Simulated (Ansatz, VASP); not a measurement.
## Two plane-wave programs on SiC

File INCAR:

```
ALGO = Normal ; EDIFF = 1E-6
ENCUT = 520 ; GGA = PE
ISIF = 2 ; ISMEAR = 0
LASPH = True ; LCHARG = False
LREAL = False ; LWAVE = False
NBANDS = 11 ; NELM = 100
PREC = Accurate ; SIGMA = 0.05
```

Contents of KPOINTS:

```
k-points
0
Gamma
  12 12 12
```

Contents of POSCAR:

```
SiC
1.0
    0.0000000000      2.2609600000      2.1740000000
    2.2609600000      0.0000000000      2.1740000000
    2.2609600000      2.2609600000      0.0000000000
Si C
1 1
Direct
    0.0000000000      0.0000000000      0.0000000000
    0.7500000000      0.7500000000      0.7500000000
```

Input for Ansatz:

```yaml
crystal:
  lattice:
    - [0.0, 2.26096, 2.174]
    - [2.26096, 0.0, 2.174]
    - [2.26096, 2.26096, 0.0]
  atoms:
    - { symbol: Si, position: [0.0, 0.0, 0.0] }
    - { symbol: C, position: [0.75, 0.75, 0.75] }
basis:
  ecutwfc: 420
kpoints:
  mp_grid: { grid: [12, 12, 12] }
hamiltonian:
  xc: pbe
scf:
  occupations: { method: gaussian, width: 0.05 }
output:
  forces: true
  stress: true
  eigenvalues: true
```

Change from the starting cell: strain +0.040 along x and y, +0.000 along z, atoms carried along.

Alike in both runs: task single point; functional PBE; k mesh 12 × 12 × 12; occupations gaussian, width 0.05 eV; no spin polarisation.

|  | VASP | Ansatz |
| --- | --- | --- |
| version | VASP 6.6.1 | Ansatz 0.2.0 |
| potentials or method | VASP PAW PBE potentials, release 64 (Si, C), cutoff 520 eV | scalar-relativistic, plane waves, PAW |
| valence electrons in the cell | 8 | 8 |

Ansatz gave:

- gap on the k mesh at the Fermi level (eV): 1.04
- least direct gap on the mesh (eV): 4.42
- pressure (GPa): -10.9
- traceless stress, the component that is largest in VASP (GPa): 6.11

What did VASP give for the same quantities?

gap on the k mesh at the Fermi level (eV): 1.04; least direct gap on the mesh (eV): 4.42; pressure (GPa): -10.9; traceless stress, the component that is largest in VASP (GPa): 6.13.

The functional is the same, so the differences come from potentials, cutoffs and numerics.
